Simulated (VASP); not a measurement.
# Bi (R-3m) in VASP: further runs, part 2 of 2

VASP 6.6.1.

## (3) Relaxation of cell and atoms, PBE

This run uses another cell than the first one, of 35.39 Å³/atom, 0.957 times its volume.

The input, INCAR:

```
PREC = Accurate
ENCUT = 600
EDIFF = 1E-6
ISMEAR = 0
SIGMA = 0.05
LREAL = F
LASPH = T
NELM = 60
ALGO = Fast
ISIF = 3
LWAVE = F
LCHARG = F
GGA = PE
IBRION = 2
NSW = 80
EDIFFG = -0.03
```

The input, KPOINTS:

```
regular mesh
0
Gamma
  6 6 6
```

The input, POSCAR:

```
Bi
1.0
    2.2251432831      1.2846870735      4.1262563025
   -2.2251432831      1.2846870735      4.1262563025
    0.0000000000     -2.5693741469      4.1262563025
Bi
2
Direct
    0.2275400000      0.2275400000      0.2275400000
    0.7724600000      0.7724600000      0.7724600000
```

Potentials or basis: VASP PAW PBE potentials, release 64 (Bi_d).

Command:

```
$ cat potpaw_PBE.64/Bi_d/POTCAR > POTCAR
$ mpirun -np 1 vasp_std > vasp.out
```

OUTCAR:

```text
PREC = Accurate
   ENCUT = 600
   EDIFF = 1E-6
   ISMEAR = 0
   LREAL = F
   LASPH = T
   NELM = 60
   ISIF = 3
   GGA = PE
   IBRION = 2
   NSW = 80
   EDIFFG = -0.03

 ion  position               nearest neighbor table
   1  0.228  0.228  0.228-   2 2.98   2 2.98   2 2.98   2 3.67   2 3.67   2 3.67
   2  0.772  0.772  0.772-   1 2.98   1 2.98   1 2.98   1 3.67   1 3.67   1 3.67

  LATTYP: Found a trigonal (rhomboedric) cell.
 ALAT       =     4.8608306472
 COS(alpha) =     0.5808929386

  Lattice vectors:

 A1 = (   2.2251432831,   1.2846870735,   4.1262563025)
 A2 = (  -2.2251432831,   1.2846870735,   4.1262563025)
 A3 = (   0.0000000000,  -2.5693741469,   4.1262563025)

Analysis of symmetry for initial positions (statically):
=====================================================================
 Subroutine PRICEL returns:
 Original cell was already a primitive cell.

 Routine SETGRP: Setting up the symmetry group for a
 trigonal (rhombohedral) supercell.

 Subroutine GETGRP returns: Found 12 space group operations
 (whereof 12 operations were pure point group operations)
 out of a pool of 12 trial point group operations.

The static configuration has the point symmetry D_3d.

Analysis of symmetry for dynamics (positions and initial velocities):
=====================================================================
 Subroutine PRICEL returns:
 Original cell was already a primitive cell.

 Routine SETGRP: Setting up the symmetry group for a
 trigonal (rhombohedral) supercell.

 Subroutine GETGRP returns: Found 12 space group operations
 (whereof 12 operations were pure point group operations)
 out of a pool of 12 trial point group operations.

The dynamic configuration has the point symmetry D_3d.

 Subroutine INISYM returns: Found 12 space group operations
 (whereof 12 operations are pure point group operations),
 and found     1 'primitive' translations

[... 132 lines left out ...]
   NGX = 19   NGY = 19   NGZ = 19

--------------------------------------- Ionic step        1  -------------------------------------------

 number of electron      30.0000000 magnetization

 Free energy of the ion-electron system (eV)
  ---------------------------------------------------
  ext. energy  EPLUGINS =         0.00000000
  ---------------------------------------------------
  free energy    TOTEN  =        -7.69756223 eV

  energy without entropy =       -7.69639778  energy(sigma->0) =       -7.69698000

------------------------ aborting loop because EDIFF is reached ----------------------------------------

  FORCE on cell =-STRESS in cart. coord.  units (eV):
  Direction    XX          YY          ZZ          XY          YZ          ZX
  --------------------------------------------------------------------------------------
  -------------------------------------------------------------------------------------
  Total        2.0331068      2.0331068      1.4061186      0.0000000      0.0000000      0.0000000
  in kB       46.0265035     46.0265035     31.8324278      0.0000000      0.0000000      0.0000000
  external PRESSURE =      41.2951449 kB  Pullay stress =       0.0000000 kB
[... 23 lines left out ...]
--------------------------------------- Ionic step        2  -------------------------------------------

 number of electron      30.0000000 magnetization

 E-fermi :   4.7745     XC(G=0):  -8.9025

 val. band max:        4.7394610435   @ k =  -0.3333   0.5000   0.3333
 cond. band min:       4.7812411245   @ k =   0.5000   0.0000   0.0000
 fundamental gap:      0.0417800810
 Fermi energy:         4.7744932190

 k-point     1 :       0.0000    0.0000    0.0000
  band No.  band energies     occupation
      1     -17.8445      2.00000
      2     -17.8445      2.00000
      3     -17.7375      2.00000
      4     -17.7375      2.00000
      5     -17.7266      2.00000
      6     -17.6130      2.00000
[... 584 lines left out ...]
  FREE ENERGIE OF THE ION-ELECTRON SYSTEM (eV)
  ---------------------------------------------------
  free  energy   TOTEN  =        -7.7869002086 eV

  energy  without entropy=       -7.7855386851  energy(sigma->0) =       -7.78621945

[... ionic steps 4 to 8 ...]

--------------------------------------- Ionic step        9  -------------------------------------------

 number of electron      30.0000002 magnetization

------------------------ aborting loop because EDIFF is reached ----------------------------------------
[... 67 lines left out ...]
--------------------------------------- Ionic step       11  -------------------------------------------

 number of electron      30.0000001 magnetization

 Free energy of the ion-electron system (eV)
  ---------------------------------------------------
  ext. energy  EPLUGINS =         0.00000000
  ---------------------------------------------------
  free energy    TOTEN  =        -7.79714619 eV

  energy without entropy =       -7.79603497  energy(sigma->0) =       -7.79659058

 E-fermi :   5.6776     XC(G=0):  -9.3002

 val. band max:        5.6688180364   @ k =  -0.3333   0.5000   0.3333
 cond. band min:       6.2614765888   @ k =   0.3333  -0.0000   0.0000
 fundamental gap:      0.5926585525
 Fermi energy:         5.6775982051

 k-point     1 :       0.0000    0.0000    0.0000
  band No.  band energies     occupation
      1     -17.0636      2.00000
      2     -17.0636      2.00000
      3     -16.9298      2.00000
      4     -16.9298      2.00000
      5     -16.9154      2.00000
      6     -16.7688      2.00000
[... 548 lines left out ...]
  FREE ENERGIE OF THE ION-ELECTRON SYSTEM (eV)
  ---------------------------------------------------
  free  energy   TOTEN  =        -7.7971461886 eV

  energy  without entropy=       -7.7960349745  energy(sigma->0) =       -7.79659058

 reached required accuracy - stopping structural energy minimisation
```

It took 15 min on 1 thread of Intel Xeon 6975P-C, shared host; peak memory 0.27 GiB.

What came out:

| Item | Value |
| --- | --- |
| Free energy | -7.7971 eV |
| Relaxed volume | 36.95 Å³/atom |
| Relaxed cell | a = 4.853 Å, b = 4.853 Å, c = 4.853 Å, α = 56.29°, β = 56.29°, γ = 56.29° |
| Space group after relaxing (to 0.05 Å) | R-3m (No. 166) |
| Energy gained by relaxing | 49.8 meV/atom |
| Ionic steps | 11 |
| Pressure after relaxing | 0.1 GPa |
| Largest force after relaxing | 0.006 eV/Å |
| Band gap on the k mesh | zero (band 15 reaches 5.67 eV, above the bottom of band 16 at 5.59 eV) |

Forces on the atoms (eV/Å):
```
Bi   0.000  0.000 -0.006
Bi   0.000  0.000  0.006
```

Step by step:
```
step  energy change (eV)  largest force (eV/Å)  pressure (GPa)  volume (Å³)
   1              0.0000                0.9048            4.13        70.77
   2             -0.0489                0.2491           -2.46        80.53
   3             -0.0893                0.1602           -0.33        76.29
   4             -0.0893                0.1757           -0.25        76.18
   5             -0.0927                0.1313           -0.25        75.67
   6             -0.0978                0.0205            0.13        74.17
   7             -0.0979                0.0022            0.12        73.93
   8             -0.0992                0.0304           -0.08        74.16
   9             -0.0993                0.0411           -0.15        74.22
  10             -0.0995                0.0199            0.13        73.72
  11             -0.0996                0.0056            0.08        73.89
```

Final structure:
```
CELL_PARAMETERS angstrom
2.28933 1.32175 4.06999
-2.28933 1.32175 4.06999
0.00000 -2.64349 4.06999
ATOMIC_POSITIONS crystal
Bi 0.23280 0.23280 0.23280
Bi 0.76720 0.76720 0.76720
```

Caveat: spin-orbit coupling is left out, which moves the levels of the heavy elements.
